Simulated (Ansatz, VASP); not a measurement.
**CsPbBr3 in VASP and in Ansatz**

Contents of INCAR:

```
SYSTEM = CsPbBr3
PREC = Accurate
ENCUT = 520
EDIFF = 1E-6
ISMEAR = 0
SIGMA = 0.02
LREAL = .False.
LASPH = .True.
NELM = 100
ALGO = Normal
ISIF = 2
LWAVE = .False.
LCHARG = .False.
GGA = PE
NBANDS = 30
```

File KPOINTS:

```
Automatic mesh
0
Gamma
  6 6 6
  0 0 0
```

File POSCAR:

```
CsPbBr3
1.0
    6.0621563464      0.0000000000      0.0000000000
    0.0000000000      6.0621563464      0.0000000000
    0.0000000000      0.0000000000      6.0621563464
Cs Pb Br
1 1 3
Direct
    0.0000000000      0.0000000000      0.0000000000
    0.5000000000      0.5000000000      0.5000000000
    0.0000000000      0.5000000000      0.5000000000
    0.5000000000      0.0000000000      0.5000000000
    0.5000000000      0.5000000000      0.0000000000
```

Input for Ansatz:

```yaml
crystal:
  lattice:
    - [6.0621562898, 0.0, 0.0]
    - [0.0, 6.0621562898, 0.0]
    - [0.0, 0.0, 6.0621562898]
  atoms:
    - { symbol: Cs, position: [0.0, 0.0, 0.0] }
    - { symbol: Pb, position: [0.5, 0.5, 0.5] }
    - { symbol: Br, position: [0.0, 0.5, 0.5] }
    - { symbol: Br, position: [0.5, 0.0, 0.5] }
    - { symbol: Br, position: [0.5, 0.5, 0.0] }
basis:
  ecutwfc: 420
kpoints:
  mp_grid: { grid: [6, 6, 6] }
hamiltonian:
  xc: pbe
scf:
  occupations: { method: gaussian, width: 0.02 }
output:
  forces: true
  stress: true
  eigenvalues: true
  write_density: true
  write_potential: true
  elf: true
  volumetric_format: npy
```

Alike in both runs: task single point; functional PBE; k mesh 6 × 6 × 6; occupations gaussian, width 0.02 eV; no spin polarisation.

|  | VASP | Ansatz |
| --- | --- | --- |
| version | VASP 6.6.1 | Ansatz 0.2.0 |
| potentials or method | VASP PAW PBE potentials, release 64 (Cs_sv, Pb_d, Br), cutoff 520 eV | scalar-relativistic, plane waves, PAW |
| valence electrons in the cell | 44 | 44 |

```tsv
	VASP	Ansatz	Ansatz less VASP
gap on the k mesh at the Fermi level (eV)	1.88	1.88	-0.005
least direct gap on the mesh (eV)	1.88	1.88	-0.005
pressure (GPa)	-0.5	-0.5	+0.01
```

With one functional, cell and mesh, what is left measures potentials, basis and numerics.

Spin-orbit coupling is off throughout.
